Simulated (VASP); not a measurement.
# AlN in VASP: notebook

The runs below take AlN through single point, with r2SCAN, PBE.

Program: VASP 6.6.1. These are calculated values, not measurements. Logs are shortened: lines on timing, memory, paths and dates and some standing lists are left out, and cuts for length are marked.

## Step 1: The cell of the first run

The structure is hexagonal, space group P6_3mc (No. 186). Conventional cell: a = 3.200 Å, b = 3.200 Å, c = 5.128 Å, α = 90.00°, β = 90.00°, γ = 120.00°. Al (site symmetry 3m) has 4 N at 1.95 Å within 2.6 Å. Within 2.6 Å of N (site symmetry 3m) lie 4 Al at 1.95 Å.

## Step 2: Single point, r2SCAN (strain +3.0%)

The input, POSCAR:

```
AlN
1.0
    3.1998945732      0.0000000000      0.0000000000
   -1.5999472866      2.7711899898      0.0000000000
    0.0000000000      0.0000000000      5.1279492955
Al N
2 2
Direct
    0.3333333333      0.6666666667     -0.0029868367
    0.6666666667      0.3333333333      0.4970131633
    0.3333333333      0.6666666667      0.3779868367
    0.6666666667      0.3333333333      0.8779868367
```

The input, INCAR.step1:

```
SYSTEM = AlN
PREC = Accurate
ENCUT = 520
ISMEAR = 0
SIGMA = 0.01
LREAL = .FALSE.
LASPH = .TRUE.
NELM = 80
NBANDS = 16
GGA = PE
ALGO = Normal
EDIFF = 1E-4
LWAVE = .TRUE.
LCHARG = .FALSE.
```

The input, INCAR.step2:

```
SYSTEM = AlN
PREC = Accurate
ENCUT = 520
EDIFF = 1E-6
ISMEAR = 0
SIGMA = 0.01
LREAL = .FALSE.
LASPH = .TRUE.
NELM = 80
ALGO = Normal
ISIF = 2
LWAVE = .FALSE.
LCHARG = .TRUE.
METAGGA = R2SCAN
LMIXTAU = .TRUE.
LELF = .TRUE.
LVHAR = .TRUE.
NBANDS = 16
ISTART = 1
```

The input, KPOINTS:

```
regular mesh
0
G
  12 12 6
  0 0 0
```

Potentials or basis: VASP PAW PBE potentials, release 64 (Al, N).

Started as:

```
> cat potpaw_PBE.64/Al/POTCAR potpaw_PBE.64/N/POTCAR > POTCAR
> cp INCAR.step1 INCAR
> mpirun -np 1 vasp_std > vasp.out
> cp INCAR.step2 INCAR
> mpirun -np 1 vasp_std > vasp.out
```

OUTCAR:

```text
SYSTEM = AlN
   PREC = Accurate
   ENCUT = 520
   EDIFF = 1E-6
   ISMEAR = 0
   LREAL = .FALSE.
   LASPH = .TRUE.
   NELM = 80
   ISIF = 2
   METAGGA = R2SCAN
   ISTART = 1

 ion  position               nearest neighbor table
   1  0.333  0.667  0.997-   4 1.95   4 1.95   4 1.95   3 1.95   2 3.16   2 3.16   2 3.16   2 3.16
                             2 3.16   2 3.16
   2  0.667  0.333  0.497-   3 1.95   3 1.95   3 1.95   4 1.95   1 3.16   1 3.16   1 3.16   1 3.16
                             1 3.16   1 3.16
   3  0.333  0.667  0.378-   2 1.95   2 1.95   2 1.95   1 1.95
   4  0.667  0.333  0.878-   1 1.95   1 1.95   1 1.95   2 1.95

  LATTYP: Found a hexagonal cell.
 ALAT       =     3.1998945732
 C/A-ratio  =     1.6025369518

  Lattice vectors:

 A1 = (   3.1998945732,   0.0000000000,   0.0000000000)
 A2 = (  -1.5999472866,   2.7711899898,   0.0000000000)
 A3 = (   0.0000000000,   0.0000000000,   5.1279492955)

Analysis of symmetry for initial positions (statically):
=====================================================================
 Subroutine PRICEL returns:
 Original cell was already a primitive cell.

 Routine SETGRP: Setting up the symmetry group for a
 hexagonal supercell.

 Subroutine GETGRP returns: Found 12 space group operations
 (whereof  6 operations were pure point group operations)
 out of a pool of 24 trial point group operations.

The static configuration has the point symmetry C_3v.
 The point group associated with its full space group is C_6v.

Analysis of symmetry for dynamics (positions and initial velocities):
=====================================================================
 Subroutine PRICEL returns:
 Original cell was already a primitive cell.

 Routine SETGRP: Setting up the symmetry group for a
 hexagonal supercell.

 Subroutine GETGRP returns: Found 12 space group operations
 (whereof  6 operations were pure point group operations)
 out of a pool of 24 trial point group operations.

The dynamic configuration has the point symmetry C_3v.
 The point group associated with its full space group is C_6v.

 Subroutine INISYM returns: Found 12 space group operations
 (whereof  6 operations are pure point group operations),
 and found     1 'primitive' translations

----------------------------------------------------------------------------------------

                                     Primitive cell

  volume of cell :      45.4722

  direct lattice vectors                    reciprocal lattice vectors
     3.199894573  0.000000000  0.000000000     0.312510296  0.180427903  0.000000000
    -1.599947287  2.771189990  0.000000000     0.000000000  0.360855807  0.000000000
     0.000000000  0.000000000  5.127949295     0.000000000  0.000000000  0.195009729

  length of vectors
     3.199894573  3.199894573  5.127949295     0.360855807  0.360855807  0.195009729

  position of ions in fractional coordinates (direct lattice)
     0.333333333  0.666666667  0.997013163
     0.666666667  0.333333333  0.497013163
     0.333333333  0.666666667  0.377986837
     0.666666667  0.333333333  0.877986837

  ion indices of the primitive-cell ions
   primitive index   ion index
                 1           1
                 2           2
                 3           3
                 4           4

----------------------------------------------------------------------------------------

 KPOINTS: regular mesh

Automatic generation of k-mesh.
 Grid dimensions read from file:
 generate k-points for:   12   12    6

 Generating k-lattice:

  Cartesian coordinates                     Fractional coordinates (reciprocal lattice)
     0.026042525  0.015035659  0.000000000     0.083333333 -0.000000000  0.000000000
     0.000000000  0.030071317  0.000000000     0.000000000  0.083333333  0.000000000
     0.000000000  0.000000000  0.032501621     0.000000000  0.000000000  0.166666667

  Length of vectors
     0.030071317  0.030071317  0.032501621

  Shift w.r.t. Gamma in fractional coordinates (k-lattice)
     0.000000000  0.000000000  0.000000000

 Subroutine IBZKPT returns following result:
 ===========================================

 Found     76 irreducible k-points:

 Following reciprocal coordinates:
            Coordinates               Weight
  0.000000  0.000000  0.000000      1.000000
  0.083333 -0.000000  0.000000      6.000000
  0.166667 -0.000000  0.000000      6.000000
  0.250000  0.000000  0.000000      6.000000
  0.333333  0.000000  0.000000      6.000000
  0.416667  0.000000  0.000000      6.000000
[... 16 lines left out ...]
  0.250000  0.000000  0.166667     12.000000
  0.333333  0.000000  0.166667     12.000000
 [... further k-points ...]
   k-points           NKPTS =     76   k-points in BZ     NKDIM =     76   number of bands    NBANDS=     16
   number of dos      NEDOS =    301   number of ions     NIONS =      4
   total plane-waves  NPLWV =  23040
   dimension x,y,z NGX =    24 NGY =   24 NGZ =   40
   dimension x,y,z NGXF=    48 NGYF=   48 NGZF=   80
   ions per type =               2   2
   NGX,Y,Z   is equivalent  to a cutoff of  12.47, 12.47, 12.97 a.u.
   NGXF,Y,Z  is equivalent  to a cutoff of  24.94, 24.94, 25.94 a.u.
 SYSTEM =  AlN
   PREC   = accura    normal or accurate (medium, high low for compatibility)
   ISTART =      1    job   : 0-new  1-cont  2-samecut
   ICHARG =      0    charge: 1-file 2-atom 10-const
   ISPIN  =      1    spin polarized calculation?
   LNONCOLLINEAR =      F non collinear calculations
   LSORBIT =      F    spin-orbit coupling
   LASPH  =      T    aspherical Exc in radial PAW
   ENCUT  =  520.0 eV  38.22 Ry    6.18 a.u.   5.95  5.95  9.53*2*pi/ulx,y,z
   NELM   =     80;   NELMIN=  2; NELMDL=  0     # of ELM steps
   EDIFF  = 0.1E-05   stopping-criterion for ELM
   LREAL  =      F    real-space projection
   EDIFFG = 0.1E-04   stopping-criterion for IOM
   NSW    =      0    number of steps for IOM
   IBRION =     -1    ionic relax: 0-MD 1-quasi-New 2-CG
   NFREE  =      0    steps in history (QN), initial steepest desc. (CG)
   ISIF   =      2    stress and relaxation
   ISYM   =      2    0-nonsym 1-usesym 2-fastsym
   POTIM  = 0.5000    time-step for ionic-motion
   TEBEG  =    0.0;   TEEND  =   0.0 temperature during run
   PSTRESS=    0.0 pullay stress
   NELECT =      16.0000    total number of electrons
   NUPDOWN=      -1.0000    fix difference up-down
   EMIN   =  10.00;   EMAX   =-10.00  energy-range for DOS
   EFERMI =   0.00;   METHOD = LEGACY
   ISMEAR =     0;   SIGMA  =   0.01  broadening in eV -4-tet -1-fermi 0-gaus
   EFERMI_NEDOS =   21; number of points for ismear=-14 and -15
   IALGO  =     38    algorithm
   IMIX   =      4    mixing-type and parameters
     AMIX     =   0.40;   BMIX     =  1.00
     AMIX_MAG =   1.60;   BMIX_MAG =  1.00
  volume/ion in A,a.u.               =      11.37        76.72
  Fermi-wavevector in a.u.,A,eV,Ry     =   1.155756  2.184063 18.174289  1.335773
  Thomas-Fermi vector in A             =   2.292382
   LORBIT       =      0    0 simple, 1 ext, 2 COOP (PROOUT), +10 PAW based schemes
   METAGGA = R2SCAN    functional components
   LHFCALC =     F    Hartree Fock is set to
   AEXX    =    0.0000 exact exchange contribution
   IVDW    =     0    specifies the selected vdW correction
   LEPSILON=     F    determine dielectric tensor
   LRPA    =     F    only Hartree local field effects (RPA)
 non-spin polarized calculation
 Gauss-broadening in eV      SIGMA  =   0.01
  energy-cutoff  :      520.00
  volume of cell :       45.47
 maximum number of plane-waves:      1242
 NGX is ok and might be reduce to    24
   NGX = 11   NGY = 11   NGZ = 19

 number of electron      16.0000004 magnetization

 Free energy of the ion-electron system (eV)
  ---------------------------------------------------
  ext. energy  EPLUGINS =         0.00000000
  ---------------------------------------------------
  free energy    TOTEN  =       -38.24647408 eV

  energy without entropy =      -38.24647408  energy(sigma->0) =      -38.24647408

 E-fermi :   5.1969     XC(G=0): -11.0202

 val. band max:        5.0936635033   @ k =   0.0000   0.0000   0.0000
 cond. band min:       9.2208239628   @ k =   0.0000   0.0000   0.0000
 fundamental gap:      4.1271604595
 Fermi energy:         5.1969029115

 k-point     1 :       0.0000    0.0000    0.0000
  band No.  band energies     occupation
      1     -10.3584      2.00000
      2      -8.4979      2.00000
      3      -0.5776      2.00000
      4       4.2657      2.00000
      5       4.2657      2.00000
      6       4.9049      2.00000
[... 8 lines left out ...]
     15      18.3670      0.00000
     16      18.3670      0.00000

 k-point     2 :       0.0833   -0.0000    0.0000
  band No.  band energies     occupation
      1     -10.2784      2.00000
      2      -8.4538      2.00000
      3      -0.4773      2.00000
      4       3.8749      2.00000
      5       4.1560      2.00000
      6       4.4923      2.00000
[... 8 lines left out ...]
     15      18.3870      0.00000
     16      18.4499      0.00000

 k-point     3 :       0.1667   -0.0000    0.0000
  band No.  band energies     occupation
      1     -10.0463      2.00000
      2      -8.3343      2.00000
      3      -0.1823      2.00000
      4       2.9179      2.00000
      5       3.6306      2.00000
      6       3.8952      2.00000
[... 8 lines left out ...]
     15      17.7387      0.00000
     16      18.1772      0.00000

 k-point     4 :       0.2500    0.0000    0.0000
  band No.  band energies     occupation
      1      -9.6887      2.00000
      2      -8.1779      2.00000
      3       0.2872      2.00000
      4       1.8040      2.00000
      5       2.6985      2.00000
      6       3.5929      2.00000
[... 8 lines left out ...]
     15      17.3191      0.00000
     16      18.6387      0.00000

 k-point     5 :       0.3333    0.0000    0.0000
  band No.  band energies     occupation
      1      -9.2573      2.00000
      2      -8.0488      2.00000
      3       0.7714      2.00000
      4       0.9414      2.00000
      5       1.8808      2.00000
      6       3.3288      2.00000
[... 8 lines left out ...]
     15      17.3499      0.00000
     16      19.6996      0.00000

 k-point     6 :       0.4167    0.0000    0.0000
  band No.  band energies     occupation
      1      -8.8473      2.00000
      2      -8.0135      2.00000
      3       0.1475      2.00000
      4       1.2782      2.00000
      5       1.5748      2.00000
      6       3.1525      2.00000
[... 8 lines left out ...]
     15      17.9858      0.00000
     16      20.3844      0.00000
[... 267 lines left out ...]
 k-point    21 :       0.0833   -0.0000    0.1667
  band No.  band energies     occupation
      1     -10.1834      2.00000
      2      -8.6181      2.00000
      3      -0.1620      2.00000
      4       3.9173      2.00000
      5       4.1632      2.00000
      6       4.2015      2.00000
[... 8 lines left out ...]
     15      17.9639      0.00000
     16      18.1313      0.00000

 k-point    22 :       0.1667   -0.0000    0.1667
  band No.  band energies     occupation
      1      -9.9554      2.00000
      2      -8.4842      2.00000
      3       0.0807      2.00000
      4       2.9749      2.00000
      5       3.4091      2.00000
      6       3.9505      2.00000
[... 8 lines left out ...]
     15      17.7950      0.00000
     16      18.2461      0.00000

 k-point    23 :       0.2500    0.0000    0.1667
  band No.  band energies     occupation
      1      -9.6051      2.00000
      2      -8.3034      2.00000
      3       0.4028      2.00000
      4       1.9493      2.00000
      5       2.5432      2.00000
      6       3.6568      2.00000
[... 8 lines left out ...]
     15      17.6442      0.00000
     16      18.6836      0.00000

 k-point    24 :       0.3333    0.0000    0.1667
  band No.  band energies     occupation
      1      -9.1858      2.00000
      2      -8.1407      2.00000
      3       0.4225      2.00000
      4       1.3146      2.00000
      5       1.9151      2.00000
      6       3.3987      2.00000
[... 8 lines left out ...]
     15      17.6838      0.00000
     16      19.5962      0.00000

 [... further k-points ...]
[... 5 lines left out ...]
  --------------------------------------------------------------------------------------
  -------------------------------------------------------------------------------------
  Total       -4.7082524     -4.7082524     -4.3364308      0.0000000      0.0000000     -0.0000000
  in kB     -165.8916892   -165.8916892   -152.7908350      0.0000000      0.0000000     -0.0000000
  external PRESSURE =    -161.5247378 kB  Pullay stress =       0.0000000 kB

 VOLUME and BASIS-vectors are now :
 -----------------------------------------------------------------------------
  energy-cutoff  :      520.00
  volume of cell :       45.47
      direct lattice vectors                 reciprocal lattice vectors
     3.199894573  0.000000000  0.000000000     0.312510296  0.180427903  0.000000000
    -1.599947287  2.771189990  0.000000000     0.000000000  0.360855807  0.000000000
     0.000000000  0.000000000  5.127949295     0.000000000  0.000000000  0.195009729

 POSITION                                       TOTAL-FORCE (eV/Angst)
 -----------------------------------------------------------------------------------
     -0.00000      1.84746      5.11263        -0.000000      0.000000     -0.000010
      1.59995      0.92373      2.54866         0.000000     -0.000000     -0.000010
     -0.00000      1.84746      1.93830        -0.000000      0.000000      0.000010
      1.59995      0.92373      4.50227        -0.000000      0.000000      0.000010
 -----------------------------------------------------------------------------------
    total drift:                                0.000000      0.000001     -0.003255

  FREE ENERGIE OF THE ION-ELECTRON SYSTEM (eV)
  ---------------------------------------------------
  free  energy   TOTEN  =       -38.2464740777 eV

  energy  without entropy=      -38.2464740777  energy(sigma->0) =      -38.24647408
```

It took 1.9 min on 1 thread of Intel Xeon Platinum 8259CL at 2.50GHz (Skylake/Cascade Lake), shared host; peak memory 0.19 GiB.

What came out:

| Item | Value |
| --- | --- |
| Free energy | -38.2465 eV |
| Pressure | -16.2 GPa |
| Band gap on the k mesh | 4.13 eV, direct |

Caveat: the cell differs from its parent crystal (strain +3.0%); the PAW data sets were made with another functional, which shifts forces and pressure a little. A k mesh can miss the band edges.

## Step 3: Single point, PBE (uniaxial x strain +3.0%)

The input, INCAR:

```
SYSTEM = AlN
  PREC = Accurate
  ENCUT = 520
  EDIFF = 1E-6
  ISMEAR = -1
  SIGMA = 0.02
  LREAL = .FALSE.
  LASPH = .TRUE.
  NELM = 100
  ALGO = Normal
  ISIF = 2
  LWAVE = .FALSE.
  LCHARG = .FALSE.
  GGA = PE
  NBANDS = 16
```

The input, KPOINTS:

```
Automatic mesh
0
G
  12 12 6
  0 0 0
```

The input, POSCAR:

```
AlN
1.0
    3.1998945732      0.0000000000      0.0000000000
   -1.5999472866      2.6904757183      0.0000000000
    0.0000000000      0.0000000000      4.9785915490
Al N
2 2
Direct
    0.3325828019      0.6651656038     -0.0044598478
    0.6674171981      0.3348343962      0.4955401522
    0.3305932763      0.6611865526      0.3794598478
    0.6694067237      0.3388134474      0.8794598478
```

Potentials or basis: VASP PAW PBE potentials, release 64 (Al, N).

Started as:

```
> cat potpaw_PBE.64/Al/POTCAR potpaw_PBE.64/N/POTCAR > POTCAR
> mpirun -np 1 vasp_std > vasp.out
```

It took 56 s on 1 thread of Intel Xeon Platinum 8259CL at 2.50GHz (Skylake/Cascade Lake), shared host; peak memory 0.22 GiB.

The run converged. Its results:

```
Free energy            : -29.7593 eV
Pressure               : -1.7 GPa
Largest force          : 0.026 eV/Å
Band gap on the k mesh : 3.91 eV, direct
```

Forces in eV/Å, atoms in the order of the input:
```
Al   0.000 -0.013 -0.020
Al   0.000  0.013 -0.020
N    0.000 -0.016  0.020
N    0.000  0.016  0.020
```

Stress tensor (GPa, compression positive):
```
-6.69  0.00  0.00
 0.00  0.38  0.00
 0.00  0.00  1.15
```

Levels at points of the mesh, in eV from the valence-band top:
```tsv
k point	band 6	band 7	band 8	band 9	band 10	band 11
(0.00, 0.00, 0.00)	-0.40	-0.22	0.00	3.91	6.21	10.40
(0.50, 0.00, 0.00)	-2.09	-1.82	-0.68	5.71	5.84	7.97
(0.00, 0.50, 0.00)	-2.41	-1.72	-0.92	5.33	5.65	7.69
(0.00, 0.00, 0.50)	-0.77	-0.56	-0.56	6.11	6.11	10.06
(0.50, 0.00, 0.50)	-1.46	-1.36	-1.36	5.21	5.21	9.09
(0.00, 0.50, 0.50)	-1.75	-1.36	-1.36	5.13	5.13	8.92
```

Caveat: the cell differs from its parent crystal (uniaxial x strain +3.0%). A k mesh can miss the band edges.
